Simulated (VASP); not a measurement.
Crystal: Mg2NCl.

```
Mg N Cl
1.0
     1.65967    0.95821    6.00756
    -1.65967    0.95821    6.00756
     0.00000   -1.91642    6.00756
Mg N Cl
2 1 1
Direct
  0.22279 0.22279 0.22279
  0.77721 0.77721 0.77721
  0.50000 0.50000 0.50000
  0.00000 0.00000 0.00000
```

- Program: VASP 6.6.1
- Task: relaxation of cell and atoms
- Functional: LDA
- Potentials or basis: VASP PAW LDA potentials, release 64 (Mg, N, Cl)
- Cutoff: 600 eV
- k mesh: 8 × 8 × 8
- Occupations: fermi-dirac, width 0.02 eV
- Spin: no spin polarisation

At the start: pressure -6.6 GPa; volume 14.33 Å³/atom.

Where does the relaxation end?

Over 7 steps the energy falls by 23.3 meV/atom and the volume is 13.26 Å³/atom (-7.5 %); space group R-3m (No. 166, to 0.1 Å) before and after.

Step by step:
| step | energy change (eV) | largest force (eV/Å) | pressure (GPa) | volume (Å³) |
| --- | --- | --- | --- | --- |
| 1 | 0.0000 | 0.1964 | -6.62 | 57.32 |
| 2 | -0.0830 | 0.3730 | 1.60 | 52.55 |
| 3 | -0.0881 | 0.2560 | -0.16 | 53.40 |
| 4 | -0.0925 | 0.0691 | -0.02 | 53.14 |
| 5 | -0.0930 | 0.0185 | 0.04 | 53.02 |
| 6 | -0.0933 | 0.0055 | -0.02 | 53.03 |
| 7 | -0.0933 | 0.0023 | -0.03 | 53.03 |

Final structure:
```xyz
4
Lattice="1.6207 0.9357 5.8283 -1.6207 0.9357 5.8283 0.0000 -1.8714 5.8283" Properties=species:S:1:pos:R:3 pbc="T T T"
Mg    0.0000    0.0000    3.9046
Mg    0.0000    0.0000   13.5804
N     0.0000    0.0000    8.7425
Cl    0.0000    0.0000    0.0000
```
